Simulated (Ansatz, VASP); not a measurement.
## One calculation of Cd3W, two programs

INCAR

```
SYSTEM = Cd3W
PREC = Accurate
ENCUT = 600
EDIFF = 1E-7
ISMEAR = 0
SIGMA = 0.1
LREAL = .FALSE.
LASPH = .TRUE.
NELM = 100
ALGO = Fast
ISIF = 3
LWAVE = .FALSE.
LCHARG = .FALSE.
GGA = PE
IBRION = 2
NSW = 90
EDIFFG = -0.04
```

Contents of KPOINTS:

```
Automatic mesh
0
G
  6 6 6
  0 0 0
```

POSCAR

```
Cd3W
1.0
   -2.1432089856      2.1432089856      4.7874278639
    2.1432089856     -2.1432089856      4.7874278639
    2.1432089856      2.1432089856     -4.7874278639
Cd W
3 1
Direct
    0.5000000000      0.5000000000      0.0000000000
    0.2500000000      0.7500000000      0.5000000000
    0.7500000000      0.2500000000      0.5000000000
    0.0000000000      0.0000000000      0.0000000000
```

Input for Ansatz:

```yaml
crystal:
  lattice:
    - [-2.1432089856, 2.1432089856, 4.7874278639]
    - [2.1432089856, -2.1432089856, 4.7874278639]
    - [2.1432089856, 2.1432089856, -4.7874278639]
  atoms:
    - { symbol: Cd, position: [0.5, 0.5, 0.0] }
    - { symbol: Cd, position: [0.25, 0.75, 0.5] }
    - { symbol: Cd, position: [0.75, 0.25, 0.5] }
    - { symbol: W, position: [0.0, 0.0, 0.0] }
basis:
  ecutwfc: 420
kpoints:
  mp_grid: { grid: [6, 6, 6] }
hamiltonian:
  xc: pbe
scf:
  occupations: { method: gaussian, width: 0.1 }
  lower_state_search: "off"
output:
  forces: true
  stress: true
  eigenvalues: true
relax:
  adjacent_minimum: "off"
  f_tol: 0.04
  max_steps: 70
  cell: { stress_tol: 0.4 }
```

Alike in both runs: task relaxation of cell and atoms; functional PBE; k mesh 6 × 6 × 6; occupations gaussian, width 0.1 eV; no spin polarisation.

```csv
,VASP,Ansatz
version,VASP 6.6.1,Ansatz 0.2.0
potentials or method,"VASP PAW PBE potentials, release 64 (Cd, W_sv), cutoff 600 eV","scalar-relativistic, plane waves, PAW"
valence electrons in the cell,50,74
```

```csv
,VASP,Ansatz,Ansatz less VASP
"gap on the k mesh at the Fermi level, each at its own relaxed structure (eV)",none,none,-
relaxed volume (Å³/atom),19.63,19.53,-0.097
relaxed cell length with the largest relative difference (Å),5.445,5.438,-0.0072
```

A gap of «none» marks a metal or a gap that the smearing closes. VASP's potentials hold 50 valence electrons a cell and Ansatz's 74, so a difference there can come from the potentials and not from the codes.

Neither program's run includes spin-orbit coupling.
